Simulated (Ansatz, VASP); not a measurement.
## Al: VASP beside Ansatz

```xyz
4
Lattice="2.8144 0.0000 0.0000 -1.4072 2.4374 0.0000 0.0000 0.0000 10.4387" Properties=species:S:1:pos:R:3 pbc="T T T"
Al    0.0000    0.0000    0.0000
Al    0.0000    1.6249    2.6097
Al    0.0000    0.0000    5.2194
Al    1.4072    0.8125    7.8290
```

Alike in both runs: task single point; functional PBE; dispersion D3(BJ); k mesh 18 × 18 × 4; occupations gaussian, width 0.15 eV; no spin polarisation.

```csv
,VASP,Ansatz
version,VASP 6.6.1,Ansatz 0.2.0
potentials or method,"VASP PAW PBE potentials, release 64 (Al), cutoff 520 eV","scalar-relativistic, plane waves, PAW"
valence electrons in the cell,12,12
```

```tsv
	VASP	Ansatz	Ansatz less VASP
gap on the k mesh at the Fermi level (eV)	none	none	-
pressure (GPa)	-6.6	-6.6	+0.01
traceless stress, the component that is largest in VASP (GPa)	-3.52	-3.53	-0.011
```

A gap of «none» marks a metal or a gap that the smearing closes.
